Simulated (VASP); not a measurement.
Set up this calculation in VASP 6.6.1, as the native input.

```yaml
Task: single point
Functional: PBE
Potentials_or_basis: VASP PAW PBE potentials, release 64 (Cd, S)
Cutoff: 520 eV
k_mesh: 12 × 12 × 4
Occupations: gaussian, width 0.1 eV
Spin: no spin polarisation
Dipole_correction: no
Further_INCAR_settings: ALGO = Normal; EDIFF = 1e-06; NBANDS = 36
```

The structure of CdS lies in POSCAR:

```
CdS
1.0
    5.1046147727      0.0000000000      0.0000000000
   -2.5523073863      4.4207260697      0.0000000000
    0.0000000000      0.0000000000      8.8966184907
Cd S
3 3
Direct
    0.0000000000      0.0000000000      0.1914276038
    0.0000000000      0.0000000000      0.8085723962
    0.0000000000      0.0000000000      0.5000000000
    0.5000000000      0.0000000000      0.0000000000
    0.0000000000      0.5000000000      0.0000000000
    0.5000000000      0.5000000000      0.0000000000
```

The cell was generated, and may not be a known phase.

One way to write it, as run:

INCAR

```
SYSTEM = CdS
PREC = Accurate
ENCUT = 520
EDIFF = 1E-6
ISMEAR = 0
SIGMA = 0.1
LREAL = .FALSE.
LASPH = .TRUE.
NELM = 80
ALGO = Normal
ISIF = 2
LWAVE = .FALSE.
LCHARG = .FALSE.
GGA = PE
NBANDS = 36
```

KPOINTS

```
regular mesh
0
G
  12 12 4
  0 0 0
```

Potentials or basis: VASP PAW PBE potentials, release 64 (Cd, S).

The run is started by

```bash
$ cat potpaw_PBE.64/Cd/POTCAR potpaw_PBE.64/S/POTCAR > POTCAR
$ mpirun -np 1 vasp_std > vasp.out
```

Results of the run:

```json
{"Pressure": "0.1 GPa", "Largest force": "0.015 eV/Å", "Band gap on the k mesh": "zero (bands 27 and 28 overlap by 1.90 eV)"}
```

Wall time 2.8 min on 1 thread of Intel(R) Xeon(R) 6975P-C (Granite Rapids) (shared host), peak memory 0.53 GiB.
